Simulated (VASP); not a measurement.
# Nb20H (a cell with a defect) in VASP: single point with PBEsol

Aim: the single point of Nb20H (a cell with a defect) with PBEsol.

Everything below comes from runs of VASP 6.6.1. Logs are shortened: lines on timing, memory, paths and dates and some standing lists are left out, and cuts for length are marked.

## (1) The cell of the first run

The cell holds a defect, 21 atoms: a = 7.131 Å, b = 7.131 Å, c = 7.131 Å, α = 80.92°, β = 80.92°, γ = 80.92°.

## (2) Single point, PBEsol

File INCAR:

```
SYSTEM = Nb20H
PREC = Accurate
ENCUT = 520
EDIFF = 1E-6
ISMEAR = 0
SIGMA = 0.1
LREAL = Auto
LASPH = .TRUE.
NELM = 80
ALGO = Normal
ISIF = 2
LWAVE = .FALSE.
LCHARG = .FALSE.
GGA = PS
NBANDS = 146
```

File KPOINTS:

```
Automatic mesh
0
G
  3 3 3
  0 0 0
```

File POSCAR:

```
Nb20H
1.0
   -4.9082182090     -4.9082182090      1.6360727363
   -4.9082182090      1.6360727363     -4.9082182090
    1.6360727363     -4.9082182090     -4.9082182090
Nb H
20 1
Direct
    0.7998335410      0.7965829214      0.7912969401
    0.4012232680      0.9000901472      0.8990542824
    0.9006551587      0.4000311755      0.8994101040
    0.9010229296      0.8999176915      0.3987423881
    0.5977130957      0.5971695685      0.5996804593
    0.1991553265      0.6993569568      0.6990663218
    0.7001664563      0.1999784256      0.6993426848
    0.3001784328      0.3010724946      0.8010736448
    0.6979486453      0.6922641487      0.2056673536
    0.2995897365      0.8002668958      0.3006121544
    0.8003170769      0.2986003856      0.3017150088
    0.3988397860      0.3999943801      0.4012611331
   -0.0009641075      0.4989355802      0.4998754834
    0.4993468089     -0.0002121238      0.5005828481
    0.1009255251      0.1006623950      0.6009142981
    0.4983147337      0.5015221095     -0.0001941234
    0.1007035301      0.6000055977      0.0998777722
    0.5943620527      0.1076434721      0.1021851268
    0.2003529200      0.2028592266      0.2023853785
    0.0086726584      0.0033168452      0.0001223051
    0.7756361755      0.8999407039      0.0242598933
```

Potentials or basis: VASP PAW PBE potentials, release 64 (Nb_sv, H).

Launch:

```bash
cat potpaw_PBE.64/Nb_sv/POTCAR potpaw_PBE.64/H/POTCAR > POTCAR
mpirun -np 1 vasp_std > vasp.out
```

OUTCAR:

```text
SYSTEM = Nb20H
   PREC = Accurate
   ENCUT = 520
   EDIFF = 1E-6
   ISMEAR = 0
   LREAL = Auto
   LASPH = .TRUE.
   NELM = 80
   ISIF = 2
   GGA = PS

 ion  position               nearest neighbor table
   1  0.800  0.797  0.791-  21 1.89   4 2.79   5 2.80   6 2.82   3 2.82   2 2.84   7 2.85   9 2.93
                            20 2.95
   2  0.401  0.900  0.899-  20 2.79  14 2.82  16 2.82   1 2.84   8 2.84  10 2.85   6 2.85  18 2.85

   3  0.901  0.400  0.899-   1 2.82  20 2.82   8 2.83  13 2.83  17 2.84   7 2.84  11 2.85  16 2.85

   4  0.901  0.900  0.399-   1 2.79  10 2.82  11 2.82  20 2.84  13 2.84  14 2.85  15 2.85   9 2.85

   5  0.598  0.597  0.600-   9 2.79   1 2.80  12 2.81   7 2.82   6 2.83  16 2.83  13 2.84  14 2.85

   6  0.199  0.699  0.699-   1 2.82  10 2.82   8 2.83   5 2.83  13 2.83  17 2.84  15 2.84   2 2.85

   7  0.700  0.200  0.699-  11 2.82   5 2.82  14 2.83   8 2.84   3 2.84  15 2.84   1 2.85  18 2.85

   8  0.300  0.301  0.801-  16 2.82   6 2.83   3 2.83  12 2.83  15 2.83   7 2.84   2 2.84  19 2.84

   9  0.698  0.692  0.206-  21 1.90   5 2.79  11 2.79  16 2.82  10 2.83  17 2.85   4 2.85   1 2.93
                            18 2.94
  10  0.300  0.800  0.301-   4 2.82   6 2.82   9 2.83  14 2.83  17 2.83  12 2.84   2 2.85  19 2.85

  11  0.800  0.299  0.302-   9 2.79   7 2.82  18 2.82  13 2.82   4 2.82  19 2.83  12 2.84   3 2.85

  12  0.399  0.400  0.401-   5 2.81  19 2.81  13 2.83   8 2.83  14 2.83  10 2.84  16 2.84  11 2.84

  13  0.999  0.499  0.500-  11 2.82  15 2.83   3 2.83  12 2.83   6 2.83  17 2.84   4 2.84   5 2.84

  14  0.499  1.000  0.501-   2 2.82  15 2.82  18 2.83  10 2.83   7 2.83  12 2.83   4 2.85   5 2.85

  15  0.101  0.101  0.601-  20 2.82  14 2.82  13 2.83  19 2.83   8 2.83   7 2.84   6 2.84   4 2.85

  16  0.498  0.502  1.000-  18 2.79  17 2.82   9 2.82   8 2.82   2 2.82   5 2.83  12 2.84   3 2.85

  17  0.101  0.600  0.100-  16 2.82  19 2.82  10 2.83   3 2.84  13 2.84   6 2.84  20 2.85   9 2.85

  18  0.594  0.108  0.102-  21 1.90  19 2.79  16 2.79  11 2.82  14 2.83   7 2.85   2 2.85  20 2.93
                             9 2.94
  19  0.200  0.203  0.202-  18 2.79  20 2.80  12 2.81  17 2.82  15 2.83  11 2.83   8 2.84  10 2.85

  20  0.009  0.003  0.000-  21 1.90   2 2.79  19 2.80  15 2.82   3 2.82   4 2.84  17 2.85  18 2.93
                             1 2.95
  21  0.776  0.900  0.024-   1 1.89  20 1.90   9 1.90  18 1.90

  LATTYP: Found a trigonal (rhomboedric) cell.
 ALAT       =     7.1314757220
 COS(alpha) =     0.1578947368

  Lattice vectors:

 A1 = (  -4.9082182090,  -4.9082182090,   1.6360727363)
 A2 = (  -4.9082182090,   1.6360727363,  -4.9082182090)
 A3 = (   1.6360727363,  -4.9082182090,  -4.9082182090)

Analysis of symmetry for initial positions (statically):
=====================================================================
 Subroutine PRICEL returns:
 Original cell was already a primitive cell.

 Routine SETGRP: Setting up the symmetry group for a
 trigonal (rhombohedral) supercell.

 Subroutine GETGRP returns: Found  1 space group operations
 (whereof  1 operations were pure point group operations)
 out of a pool of 12 trial point group operations.

The static configuration has the point symmetry C_1 .

Analysis of symmetry for dynamics (positions and initial velocities):
=====================================================================
 Subroutine PRICEL returns:
 Original cell was already a primitive cell.

 Routine SETGRP: Setting up the symmetry group for a
 trigonal (rhombohedral) supercell.

 Subroutine GETGRP returns: Found  1 space group operations
 (whereof  1 operations were pure point group operations)
 out of a pool of 12 trial point group operations.

The dynamic configuration has the point symmetry C_1 .

 Subroutine INISYM returns: Found  1 space group operations
 (whereof  1 operations are pure point group operations),
 and found     1 'primitive' translations

----------------------------------------------------------------------------------------

                                     Primitive cell

  volume of cell :     350.3465

  direct lattice vectors                    reciprocal lattice vectors
    -4.908218209 -4.908218209  1.636072736    -0.091682965 -0.091682965  0.061121977
    -4.908218209  1.636072736 -4.908218209    -0.091682965  0.061121977 -0.091682965
     1.636072736 -4.908218209 -4.908218209     0.061121977 -0.091682965 -0.091682965

  length of vectors
     7.131475722  7.131475722  7.131475722     0.143343742  0.143343742  0.143343742

  position of ions in fractional coordinates (direct lattice)
     0.799833541  0.796582921  0.791296940
     0.401223268  0.900090147  0.899054282
     0.900655159  0.400031175  0.899410104
     0.901022930  0.899917692  0.398742388
     0.597713096  0.597169569  0.599680459
     0.199155326  0.699356957  0.699066322
[... 13 lines left out ...]
     0.008672658  0.003316845  0.000122305
     0.775636175  0.899940704  0.024259893

  ion indices of the primitive-cell ions
   primitive index   ion index
                 1           1
                 2           2
                 3           3
                 4           4
                 5           5
                 6           6
[... 13 lines left out ...]
                20          20
                21          21

----------------------------------------------------------------------------------------

 KPOINTS: Automatic mesh

Automatic generation of k-mesh.
 Grid dimensions read from file:
 generate k-points for:    3    3    3

 Generating k-lattice:

  Cartesian coordinates                     Fractional coordinates (reciprocal lattice)
    -0.030560988 -0.030560988  0.020373992     0.333333333  0.000000000  0.000000000
    -0.030560988  0.020373992 -0.030560988     0.000000000  0.333333333  0.000000000
     0.020373992 -0.030560988 -0.030560988     0.000000000  0.000000000  0.333333333

  Length of vectors
     0.047781247  0.047781247  0.047781247

  Shift w.r.t. Gamma in fractional coordinates (k-lattice)
     0.000000000  0.000000000  0.000000000

 Subroutine IBZKPT returns following result:
 ===========================================

 Found     14 irreducible k-points:

 Following reciprocal coordinates:
            Coordinates               Weight
  0.000000  0.000000  0.000000      1.000000
  0.333333  0.000000  0.000000      2.000000
  0.000000  0.333333  0.000000      2.000000
  0.000000  0.000000  0.333333      2.000000
  0.333333  0.333333  0.000000      2.000000
 -0.333333 -0.000000 -0.333333      2.000000
  0.000000  0.333333  0.333333      2.000000
 -0.333333  0.333333  0.000000      2.000000
  0.333333  0.000000 -0.333333      2.000000
  0.000000 -0.333333  0.333333      2.000000
  0.333333  0.333333  0.333333      2.000000
 -0.333333  0.333333  0.333333      2.000000
  0.333333 -0.333333  0.333333      2.000000
  0.333333  0.333333 -0.333333      2.000000
   k-points           NKPTS =     14   k-points in BZ     NKDIM =     14   number of bands    NBANDS=    146
   number of dos      NEDOS =    301   number of ions     NIONS =     21
   total plane-waves  NPLWV = 157464
   dimension x,y,z NGX =    54 NGY =   54 NGZ =   54
   dimension x,y,z NGXF=   108 NGYF=  108 NGZF=  108
   ions per type =              20   1
   NGX,Y,Z   is equivalent  to a cutoff of  12.59, 12.59, 12.59 a.u.
   NGXF,Y,Z  is equivalent  to a cutoff of  25.18, 25.18, 25.18 a.u.
 SYSTEM =  Nb20H
   PREC   = accura    normal or accurate (medium, high low for compatibility)
   ISTART =      0    job   : 0-new  1-cont  2-samecut
   ICHARG =      2    charge: 1-file 2-atom 10-const
   ISPIN  =      1    spin polarized calculation?
   LNONCOLLINEAR =      F non collinear calculations
   LSORBIT =      F    spin-orbit coupling
   LASPH  =      T    aspherical Exc in radial PAW
   ENCUT  =  520.0 eV  38.22 Ry    6.18 a.u.  13.26 13.26 13.26*2*pi/ulx,y,z
   NELM   =     80;   NELMIN=  2; NELMDL= -5     # of ELM steps
   EDIFF  = 0.1E-05   stopping-criterion for ELM
   LREAL  =      T    real-space projection
   EDIFFG = 0.1E-04   stopping-criterion for IOM
   NSW    =      0    number of steps for IOM
   IBRION =     -1    ionic relax: 0-MD 1-quasi-New 2-CG
   NFREE  =      0    steps in history (QN), initial steepest desc. (CG)
   ISIF   =      2    stress and relaxation
   ISYM   =      2    0-nonsym 1-usesym 2-fastsym
   POTIM  = 0.5000    time-step for ionic-motion
   TEBEG  =    0.0;   TEEND  =   0.0 temperature during run
   PSTRESS=    0.0 pullay stress
   NELECT =     261.0000    total number of electrons
   NUPDOWN=      -1.0000    fix difference up-down
   EMIN   =  10.00;   EMAX   =-10.00  energy-range for DOS
   EFERMI =   0.00;   METHOD = LEGACY
   ISMEAR =     0;   SIGMA  =   0.10  broadening in eV -4-tet -1-fermi 0-gaus
   EFERMI_NEDOS =   21; number of points for ismear=-14 and -15
   IALGO  =     38    algorithm
   IMIX   =      4    mixing-type and parameters
     AMIX     =   0.40;   BMIX     =  1.00
     AMIX_MAG =   1.60;   BMIX_MAG =  1.00
  volume/ion in A,a.u.               =      16.68       112.58
  Fermi-wavevector in a.u.,A,eV,Ry     =   1.484075  2.804494 29.966524  2.202477
  Thomas-Fermi vector in A             =   2.597657
   LORBIT       =      0    0 simple, 1 ext, 2 COOP (PROOUT), +10 PAW based schemes
   GGA     = PS    functional components
   LHFCALC =     F    Hartree Fock is set to
   AEXX    =    0.0000 exact exchange contribution
   IVDW    =     0    specifies the selected vdW correction
   LEPSILON=     F    determine dielectric tensor
   LRPA    =     F    only Hartree local field effects (RPA)
 non-spin polarized calculation
 Gauss-broadening in eV      SIGMA  =   0.10
  energy-cutoff  :      520.00
  volume of cell :      350.35
 maximum number of plane-waves:      9471
 NGX is ok and might be reduce to    54
   NGX = 27   NGY = 27   NGZ = 27

 number of electron     261.0000000 magnetization

 Free energy of the ion-electron system (eV)
  ---------------------------------------------------
  ext. energy  EPLUGINS =         0.00000000
  ---------------------------------------------------
  free energy    TOTEN  =      -223.05208515 eV

  energy without entropy =     -222.93415715  energy(sigma->0) =     -222.99312115

 E-fermi :  11.5097     XC(G=0): -12.8016

 val. band max:       11.4905159697   @ k =  -0.3333   0.3333   0.0000
 cond. band min:      11.5140886606   @ k =   0.3333   0.0000  -0.3333
 fundamental gap:      0.0235726908
 Fermi energy:        11.5096581511

 k-point     1 :       0.0000    0.0000    0.0000
  band No.  band energies     occupation
      1     -42.7604      2.00000
      2     -42.5816      2.00000
      3     -42.5789      2.00000
      4     -42.5654      2.00000
      5     -42.5610      2.00000
      6     -42.5480      2.00000
[... 134 lines left out ...]
    141      13.3846      0.00000
    142      13.3986      0.00000

 k-point     2 :       0.3333    0.0000    0.0000
  band No.  band energies     occupation
      1     -42.7297      2.00000
      2     -42.6510      2.00000
      3     -42.5698      2.00000
      4     -42.5593      2.00000
      5     -42.5445      2.00000
      6     -42.5287      2.00000
[... 1874 lines left out ...]
    141      13.0571      0.00000
    142      13.1026      0.00000
 [bands above 142 left out]

------------------------ aborting loop because EDIFF is reached ----------------------------------------

  FORCE on cell =-STRESS in cart. coord.  units (eV):
  Direction    XX          YY          ZZ          XY          YZ          ZX
  --------------------------------------------------------------------------------------
  -------------------------------------------------------------------------------------
  Total        2.4132295      2.4397354      2.4198099     -0.2995282     -0.2977886     -0.4030231
  in kB       11.0359926     11.1572073     11.0660853     -1.3697789     -1.3618235     -1.8430736
  external PRESSURE =      11.0864284 kB  Pullay stress =       0.0000000 kB

 VOLUME and BASIS-vectors are now :
 -----------------------------------------------------------------------------
  energy-cutoff  :      520.00
  volume of cell :      350.35
      direct lattice vectors                 reciprocal lattice vectors
    -4.908218209 -4.908218209  1.636072736    -0.091682965 -0.091682965  0.061121977
    -4.908218209  1.636072736 -4.908218209    -0.091682965  0.061121977 -0.091682965
     1.636072736 -4.908218209 -4.908218209     0.061121977 -0.091682965 -0.091682965

 POSITION                                       TOTAL-FORCE (eV/Angst)
 -----------------------------------------------------------------------------------
     -6.54094     -6.50635     -6.48507        -0.017786     -0.017597      0.005900
     -4.91621     -4.90943     -8.17416         0.005195      0.013036     -0.014130
     -4.91255     -8.18063     -4.90440        -0.001433     -0.000223      0.007644
     -8.18704     -4.90720     -4.89997         0.015477     -0.013809     -0.007149
     -4.88362     -4.90006     -4.89650         0.008175      0.004172      0.005045
     -3.26637     -3.26447     -6.53793        -0.002620     -0.002292     -0.009689
[... 13 lines left out ...]
     -0.05865     -0.03774     -0.00269        -0.007014      0.015685      0.010064
     -8.18441     -2.45370     -3.26718         0.000603     -0.000550     -0.004491
 -----------------------------------------------------------------------------------
    total drift:                                0.005088     -0.000951      0.000643

  FREE ENERGIE OF THE ION-ELECTRON SYSTEM (eV)
  ---------------------------------------------------
  free  energy   TOTEN  =      -223.0520851491 eV

  energy  without entropy=     -222.9341571546  energy(sigma->0) =     -222.99312115
```

Wall time 17 min (1 thread of Intel Xeon 6975P-C (Granite Rapids), shared host); peak memory 0.66 GiB.

Results:

| Quantity | Value |
| --- | --- |
| Free energy | -223.0521 eV |
| Pressure | 1.1 GPa |
| Largest force | 0.026 eV/Å |
| Band gap on the k mesh | zero (an odd number of electrons rules out a gap without spin polarisation) |

Forces on the atoms (eV/Å):
```
Nb  -0.018 -0.018  0.006
Nb   0.005  0.013 -0.014
Nb  -0.001  0.000  0.008
Nb   0.015 -0.014 -0.007
Nb   0.008  0.004  0.005
Nb  -0.003 -0.002 -0.010
Nb  -0.020  0.012  0.004
Nb   0.001 -0.003 -0.003
Nb   0.005  0.019  0.003
Nb   0.011  0.002 -0.002
Nb   0.016  0.009 -0.002
Nb  -0.008  0.000  0.005
Nb   0.004  0.004 -0.002
Nb  -0.003 -0.002 -0.002
Nb   0.008  0.001  0.004
Nb   0.007 -0.010 -0.004
Nb  -0.007 -0.013  0.019
Nb  -0.010 -0.014 -0.010
Nb  -0.006 -0.003 -0.003
Nb  -0.007  0.016  0.010
H    0.001 -0.001 -0.004
```

Caveat: the PAW data sets were made with another functional, which shifts forces and pressure a little.

The gap in the log of VASP goes by the Fermi energy; the results here count the filled bands.